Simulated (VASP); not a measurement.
Set up this calculation in VASP 6.6.1, as the native input.

```yaml
Task: single point
Functional: PBE
Potentials_or_basis: VASP PAW PBE potentials, release 64 (Zr_sv, Ag, Se)
Cutoff: 520 eV
k_mesh: 5 × 5 × 2
Occupations: gaussian, width 0.2 eV
Spin: no spin polarisation
Dipole_correction: no
Further_INCAR_settings: ALGO = Fast; EDIFF = 1e-07; NBANDS = 48
```

The structure of Zr4AgSe3 lies in POSCAR:

```
Zr4AgSe3
1.0
    3.5004504563     -0.0000000025      0.0000000000
   -1.7502252260      3.0314790211      0.0000000000
    0.0000000000      0.0000000000     15.5370858385
Zr Ag Se
4 1 3
Direct
    0.3333333333      0.6666666667      0.1408570485
    0.3333333333      0.6666666667      0.6200468548
    0.3333333333      0.6666666667      0.3799531452
    0.3333333333      0.6666666667      0.8591429515
    0.0000000000      0.0000000000      0.0000000000
    0.0000000000      0.0000000000      0.5000000000
    0.6666666667      0.3333333333      0.2587982749
    0.6666666667      0.3333333333      0.7412017251
```

The cell was generated, and may not be a known phase.

The input as run:

INCAR

```
ALGO     = Fast           # electronic algorithm
EDIFF    = 1E-7           # SCF threshold, eV
ENCUT    = 520            # plane-wave cutoff, eV
GGA      = PE             # functional
ISIF     = 2              # what is computed and relaxed
ISMEAR   = 0              # smearing method
LASPH    = T              # aspherical terms in the spheres
LCHARG   = F              # write CHGCAR
LREAL    = F              # projectors in reciprocal space
LWAVE    = F              # write WAVECAR
NBANDS   = 48             # bands
NELM     = 100            # most SCF steps
PREC     = Accurate       # precision mode
SIGMA    = 0.2            # smearing width, eV
```

KPOINTS

```
k-points
0
Gamma
  5 5 2
```

Potentials or basis: VASP PAW PBE potentials, release 64 (Zr_sv, Ag, Se).

Launch:

```bash
$ cat potpaw_PBE.64/Zr_sv/POTCAR potpaw_PBE.64/Ag/POTCAR potpaw_PBE.64/Se/POTCAR > POTCAR
$ mpirun -np 1 vasp_std > vasp.out
```

It gave:

| Property | Result |
| --- | --- |
| Pressure | 0.2 GPa |
| Largest force | 0.004 eV/Å |
| Band gap on the k mesh | zero (an odd number of electrons rules out a gap without spin polarisation) |

Caveat: the k points lie up to 0.41 Å⁻¹ apart, too coarse for converged energies and pressures of a metal.

Run time: 6.5 min on 1 thread of Oxide Virtual Turin-like Processor (shared host), peak memory 0.29 GiB.
